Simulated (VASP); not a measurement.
# As3Se: single point with PBE

Crystal: As3Se.

```xyz
4
Lattice="3.1715 0.0000 0.0000 -1.5857 2.7466 0.0000 0.0000 0.0000 9.0531" Properties=species:S:1:pos:R:3 pbc="T T T"
As    0.0000    0.0000    4.5265
As    0.0000    1.8311    2.1894
As    0.0000    1.8311    6.8637
Se    0.0000    0.0000    0.0000
```

- Program: VASP 6.6.1
- Task: single point
- Functional: PBE
- Potentials or basis: VASP PAW PBE potentials, release 64 (As, Se)
- Cutoff: 500 eV
- k mesh: 7 × 7 × 2
- Occupations: gaussian, width 0.2 eV
- Spin: no spin polarisation

```
Pressure : -0.1 GPa
```

Forces in eV/Å, atoms in the order of the input:
```
As   0.000  0.000  0.000
As   0.000  0.000 -0.002
As   0.000  0.000  0.002
Se   0.000  0.000  0.000
```

Stress tensor (GPa, compression positive):
```
-0.10  0.00  0.00
 0.00 -0.10  0.00
 0.00  0.00  0.01
```

Levels at points of the mesh, in eV from the Fermi level:
```csv
k point,band 6,band 7,band 8,band 9,band 10,band 11,band 12,band 13,band 14,band 15
"(0.00, 0.00, 0.00)",0.09,0.41,1.02,1.02,3.02,3.02,3.48,3.48,4.32,4.32
"(0.00, 0.00, 0.50)",-3.59,1.03,1.03,2.82,2.82,3.76,3.76,4.04,4.25,4.25
```

Wall time 11 s on 1 thread of Intel(R) Xeon(R) 6975P-C (Granite Rapids), on a shared host, peak memory 0.19 GiB.
